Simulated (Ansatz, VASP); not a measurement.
## GaN in VASP and in Ansatz

```
Ga N
1.0
     0.03720    2.10355    2.10355
     2.10355    0.03720    2.10355
     2.10355    2.10355    0.03720
Ga N
1 1
Direct
  0.00000 0.00000 0.00000
  0.50000 0.50000 0.50000
```

Change from the starting cell: epitaxial_111 strain -2.0%.

Alike in both runs: task single point; functional r2SCAN; k mesh 10 × 10 × 10; no spin polarisation.

|  | VASP | Ansatz |
| --- | --- | --- |
| version | VASP 6.6.1 | Ansatz 0.2.0 |
| potentials or method | VASP PAW PBE potentials, release 64 (Ga_d, N) | plane waves, PAW |
| plane-wave cutoff (eV) | 520 | 500 |
| occupations | gaussian, width 0.01 eV | fixed |
| valence electrons in the cell | 18 | 18 |

VASP gave:

| Quantity | Value |
| --- | --- |
| gap on the k mesh at the Fermi level (eV) | 1.32 |
| pressure (GPa) | 10.4 |
| traceless stress, the component that is largest in VASP (GPa) | -4.45 |

Task: Estimate Ansatz's values.

Result: gap on the k mesh at the Fermi level (eV): 1.35; pressure (GPa): 9.0; traceless stress, the component that is largest in VASP (GPa): -4.49.

VASP's potentials were made for PBE, not for r2SCAN.
